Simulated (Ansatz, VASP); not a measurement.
**One calculation of Os, two programs**

```
CELL_PARAMETERS angstrom
0.00000 1.94500 1.94500
1.94500 0.00000 1.94500
1.94500 1.94500 0.00000
ATOMIC_POSITIONS crystal
Os 0.00000 0.00000 0.00000
```

Alike in both runs: task relaxation of cell and atoms; functional PBE; dispersion D4; k mesh 12 × 12 × 12; occupations fermi-dirac, width 0.05 eV; no spin polarisation.

|  | VASP | Ansatz |
| --- | --- | --- |
| version | VASP 6.6.1 | Ansatz 0.2.0 |
| potentials or method | VASP PAW PBE potentials, release 64 (Os) | Ansatz PAW |
| plane-wave cutoff (eV) | 600 | 420 |
| valence electrons in the cell | 8 | 16 |

|  | VASP | Ansatz | Ansatz less VASP |
| --- | --- | --- | --- |
| gap on the k mesh at the Fermi level, each at its own relaxed structure (eV) | none | none | - |
| relaxed volume (Å³/atom) | 14.07 | 14.06 | -0.009 |
| relaxed cell length with the largest relative difference (Å) | 2.710 | 2.709 | -0.0006 |

A gap of «none» marks a metal or a gap that the smearing closes. VASP's potentials hold 8 valence electrons a cell and Ansatz's 16, so a difference there can come from the potentials and not from the codes.

Neither program's run includes spin-orbit coupling. Noted on Ansatz's run: the plane-wave basis is chosen anew once the cell has moved, so the energies of steps on either side of that aren't comparable.
